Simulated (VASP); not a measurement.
# MgS (Fm-3m) in VASP: further runs, part 2 of 2

VASP 6.6.1. The steps go on from the part before.

**3. Vibrations by perturbation theory, PBE**

INCAR reads:

```
SYSTEM = MgS
PREC = Accurate
ENCUT = 520
EDIFF = 1E-8
ISMEAR = 0
SIGMA = 0.01
LREAL = .False.
LASPH = .True.
NELM = 100
ALGO = Normal
ISIF = 2
LWAVE = .False.
LCHARG = .False.
GGA = PE
IBRION = 8
NSW = 1
LEPSILON = .True.
```

KPOINTS reads:

```
Automatic mesh
0
Gamma
  8 8 8
  0 0 0
```

POSCAR reads:

```
MgS
1.0
    0.0000000000      2.6149344959      2.6149344959
    2.6149344959      0.0000000000      2.6149344959
    2.6149344959      2.6149344959      0.0000000000
Mg S
1 1
Direct
    0.0000000000      0.0000000000      0.0000000000
    0.5000000000      0.5000000000      0.5000000000
```

Potentials or basis: VASP PAW PBE potentials, release 64 (Mg, S).

Run with:

```console
$ cat potpaw_PBE.64/Mg/POTCAR potpaw_PBE.64/S/POTCAR > POTCAR
$ mpirun -np 1 vasp_std > vasp.out
```

OUTCAR:

```text
SYSTEM = MgS
   PREC = Accurate
   ENCUT = 520
   EDIFF = 1E-8
   ISMEAR = 0
   LREAL = .False.
   LASPH = .True.
   NELM = 100
   ISIF = 2
   GGA = PE
   IBRION = 8
   NSW = 1
   LEPSILON = .True.

 ion  position               nearest neighbor table
   1  0.000  0.000  0.000-   2 2.61   2 2.61   2 2.61   2 2.61   2 2.61   2 2.61
   2  0.500  0.500  0.500-   1 2.61   1 2.61   1 2.61   1 2.61   1 2.61   1 2.61

[... 594 lines left out ...]
      2.614934  2.614934  2.614934     0.000000   -0.656888    0.000000
[... 21 lines left out ...]
   6 f/i=    0.002304 THz     0.014474 2PiTHz    0.076842 cm-1     0.009527 meV
             X         Y         Z           dx          dy          dz
      0.000000  0.000000  0.000000     0.000000    0.000000   -0.656888
      2.614934  2.614934  2.614934     0.000000    0.000000   -0.753988

--------------------------------------------------------------------------------------------------------

 MACROSCOPIC STATIC DIELECTRIC TENSOR IONIC CONTRIBUTION
 ------------------------------------------------------
          10.899388     0.000000    -0.000000
           0.000000    10.899388    -0.000000
          -0.000000    -0.000000    10.899388
 ------------------------------------------------------

 ELASTIC MODULI CONTR FROM IONIC RELAXATION (kBar)
 Direction    XX          YY          ZZ          XY          YZ          ZX
 --------------------------------------------------------------------------------
 XX           0.0000      0.0000      0.0000      0.0000      0.0000      0.0000
 YY           0.0000      0.0000      0.0000      0.0000      0.0000      0.0000
 ZZ           0.0000      0.0000      0.0000      0.0000      0.0000      0.0000
 XY           0.0000      0.0000      0.0000      0.0000      0.0000      0.0000
 YZ           0.0000      0.0000      0.0000      0.0000      0.0000      0.0000
 ZX           0.0000      0.0000      0.0000      0.0000      0.0000      0.0000
 --------------------------------------------------------------------------------

 PIEZOELECTRIC TENSOR IONIC CONTR  for field in x, y, z        (C/m^2)
          XX          YY          ZZ          XY          YZ          ZX
  --------------------------------------------------------------------------------
  x     0.00000     0.00000     0.00000     0.00000     0.00000     0.00000
  y     0.00000     0.00000     0.00000     0.00000     0.00000     0.00000
  z     0.00000     0.00000     0.00000     0.00000     0.00000     0.00000
```

OSZICAR:

```text
N       E                     dE             d eps       ncg     rms          rms(c)
DAV:   1     0.238370555405E+02    0.23837E+02   -0.36674E+03   464   0.814E+02
DAV:   2    -0.784619517746E+01   -0.31683E+02   -0.29565E+02   608   0.104E+02
DAV:   3    -0.891058601598E+01   -0.10644E+01   -0.10644E+01   576   0.272E+01
DAV:   4    -0.891482970628E+01   -0.42437E-02   -0.42437E-02   744   0.195E+00
[... 159 lines left out ...]
RMM:   7    -0.106951699910E+00   -0.17249E-04   -0.44889E-07  1381   0.414E-03    0.607E-04
RMM:   8    -0.106945529317E+00    0.61706E-05   -0.17826E-08  1503   0.969E-04    0.318E-04
RMM:   9    -0.106943527985E+00    0.20013E-05    0.95174E-09  1511   0.309E-04    0.808E-05
RMM:  10    -0.106943787488E+00   -0.25950E-06    0.42207E-08  1630   0.721E-05    0.418E-05
RMM:  11    -0.106943787310E+00    0.17858E-09    0.66679E-08  1662   0.110E-05    0.727E-06
 Linear response finished
```

stdout:

```text
POSCAR found type information on POSCAR MgS
 POSCAR found :  2 types and       2 ions
 scaLAPACK will be used
 LDA part: xc-table for (Slater+PW92), standard interpolation
 POSCAR, INCAR and KPOINTS ok, starting setup
 FFT: planning ... GRIDC
 FFT: planning ... GRID_SOFT
 FFT: planning ... GRID
 WAVECAR not read
 entering main loop
[... 23 lines left out ...]
  Direction:   3
 dielectric tensor                  component  3 :     0.243     1.062     5.411
 Linear response DOF=           2
 Linear response progress:
 first order change of Fermi-energy  -0.36799E-04
 force on displaced ion       1 direction 1 :  -2.544   0.000   0.000
 Born effective charge ion    1 direction 1 :   2.337   0.000   0.000
 Linear response progress:
 first order change of Fermi-energy   0.11160E-02
 force on displaced ion       2 direction 1 :  -2.548   0.000   0.000
 Born effective charge ion    2 direction 1 :  -2.347   0.000   0.000
 Born effective charges drift removed
 Linear response finished
```

Run time: 1.8 min. Hardware: 1 thread of Intel Xeon Platinum 8488C (Sapphire Rapids), shared host; peak memory 0.2 GiB.

Results:

```
Electronic dielectric tensor (diagonal)                 : 5.41
Born charges (mean of the diagonal)                     : Mg +2.34; S -2.34 e
Highest phonon frequency at Γ, LO-TO splitting left out : 224 cm⁻¹
```

Phonon frequencies in cm⁻¹ (negative: imaginary):
```tsv
q point	frequencies
(0.000, 0.000, 0.000)	0 0 0 224 224 224
```

Electronic dielectric tensor:
```
5.41 0.00 0.00
0.00 5.41 0.00
0.00 0.00 5.41
```

Born effective charge tensors (e):
atom 1, Mg
```
2.34 0.00 0.00
0.00 2.34 0.00
0.00 0.00 2.34
```
atom 2, S
```
-2.34  0.00  0.00
 0.00 -2.34  0.00
 0.00  0.00 -2.34
```

**4. Elastic constants, PBE**

INCAR reads:

```
PREC = Accurate
ENCUT = 600
EDIFF = 1E-8
ISMEAR = 0
SIGMA = 0.01
LREAL = False
LASPH = True
NELM = 100
ALGO = Normal
ISIF = 3
LWAVE = False
LCHARG = False
GGA = PE
IBRION = 6
NFREE = 2
POTIM = 0.015
NSW = 1
```

KPOINTS reads:

```
regular mesh
0
Gamma
  8 8 8
```

POSCAR is that of step 3.

Run with:

```console
$ cat potpaw_PBE.64/Mg/POTCAR potpaw_PBE.64/S/POTCAR > POTCAR
$ mpirun -np 1 vasp_std > vasp.out
```

Wall time 4.5 min (1 thread of Intel Xeon Platinum 8488C (Sapphire Rapids), shared host); peak memory 0.26 GiB.

The run converged. Its results:

* Elastic constants C11, C12, C44: 139, 42, 54 GPa
* Voigt bulk modulus: 74 GPa
* Highest phonon frequency at Γ, LO-TO splitting left out: 224 cm⁻¹

Phonon frequencies in cm⁻¹ (negative: imaginary):
```tsv
q point	frequencies
(0.000, 0.000, 0.000)	0 0 0 224 224 224
```

Elastic tensor in Voigt notation (GPa, in the Cartesian axes of the cell as first typed):
```
139  42  42   0   0   0
 42 139  42   0   0   0
 42  42 139   0   0   0
  0   0   0  54   0   0
  0   0   0   0  54   0
  0   0   0   0   0  54
```

Clamped-ion elastic tensor (GPa):
```
139  42  42   0   0   0
 42 139  42   0   0   0
 42  42 139   0   0   0
  0   0   0  54   0   0
  0   0   0   0  54   0
  0   0   0   0   0  54
```
